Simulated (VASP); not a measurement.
Input of a VASP 6.6.1 run:

The input POSCAR:

```
WS2
1.0
    3.1810953879      0.0000000000      0.0000000000
   -1.5905476939      2.7549094178      0.0000000000
    0.0000000000      0.0000000000     16.9507400001
W S
1 2
Direct
    0.3333333333      0.6666666667      0.0000000000
    0.6666666667      0.3333333333      0.9080224903
    0.6666666667      0.3333333333      0.0919775097
```

File INCAR.step1:

```
  PREC = Accurate
  ENCUT = 520
  ISMEAR = 0
  SIGMA = 0.02
  LREAL = F
  LASPH = T
  NELM = 100
  NBANDS = 20
  GGA = PE
  ALGO = Normal
  EDIFF = 1E-4
  LWAVE = T
  LCHARG = F
```

File INCAR.step2:

```
  PREC = Accurate
  ENCUT = 520
  EDIFF = 1E-6
  ISMEAR = 0
  SIGMA = 0.02
  LREAL = F
  LASPH = T
  NELM = 100
  ALGO = Normal
  ISIF = 2
  LWAVE = F
  LCHARG = F
  METAGGA = R2SCAN
  LMIXTAU = T
  NBANDS = 20
  ISTART = 1
```

KPOINTS

```
regular mesh
0
Gamma
  12 12 2
```

Potentials or basis: VASP PAW PBE potentials, release 64 (W_sv, S).

Launch:

```sh
$ cat potpaw_PBE.64/W_sv/POTCAR potpaw_PBE.64/S/POTCAR > POTCAR
$ cp INCAR.step1 INCAR
$ mpirun -np 1 vasp_std > vasp.out
$ cp INCAR.step2 INCAR
$ mpirun -np 1 vasp_std > vasp.out
```

(1) Estimate the band gap on the k mesh.

(2) Predict the largest force.

Answers

(1) 1.91 eV, indirect (least direct gap 1.93 eV).

(2) 0.022 eV/Å.

Caveat: the PAW data sets were made with another functional, which shifts forces and pressure a little; spin-orbit coupling is left out, which moves the levels of the heavy elements.
